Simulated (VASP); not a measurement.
A run of VASP 6.6.1 is set up as follows.

Contents of INCAR:

```
PREC = Accurate
ENCUT = 600
EDIFF = 1E-6
ISMEAR = 0
SIGMA = 0.1
LREAL = F
LASPH = T
NELM = 60
ALGO = Normal
ISIF = 3
LWAVE = F
LCHARG = F
GGA = PS
IBRION = 2
NSW = 90
EDIFFG = -0.04
```

Contents of KPOINTS:

```
regular mesh
0
Gamma
  9 9 8
```

The input POSCAR:

```
Rh
1.0
    2.5869034474      0.0000000000      0.0000000000
   -1.2934517237      2.2403241026      0.0000000000
    0.0000000000      0.0000000000      2.4171379086
Rh
1
Direct
    0.0000000000      0.0000000000      0.0000000000
```

Potentials or basis: VASP PAW PBE potentials, release 64 (Rh_pv).

Command:

```console
$ cat potpaw_PBE.64/Rh_pv/POTCAR > POTCAR
$ mpirun -np 1 vasp_std > vasp.out
```

Q: Predict the space group after relaxing (to 0.1 Å).

A: P6/mmm (No. 191).

Q: Predict the band gap on the k mesh.

A: Zero (an odd number of electrons rules out a gap without spin polarisation).

Q: Estimate the relaxed volume.

A: 14.67 Å³/atom.

Q: Estimate the relaxed cell.

A: a = 2.599 Å, b = 2.599 Å, c = 2.509 Å, α = 90.00°, β = 90.00°, γ = 120.00°.

Step by step:
```
step  energy change (eV)  largest force (eV/Å)  pressure (GPa)  volume (Å³)
   1              0.0000                0.0000           12.47        14.01
   2              0.0768                0.0000          -19.09        16.31
   3             -0.0366                0.0000           -1.91        14.78
   4             -0.0367                0.0000           -1.47        14.75
   5             -0.0367                0.0000           -1.20        14.73
   6             -0.0369                0.0000            1.81        14.57
   7             -0.0385                0.0000            0.38        14.65
   8             -0.0385                0.0000           -0.54        14.70
   9             -0.0386                0.0000           -0.05        14.67
```

Caveat: the PAW data sets were made with another functional, which shifts forces and pressure a little.
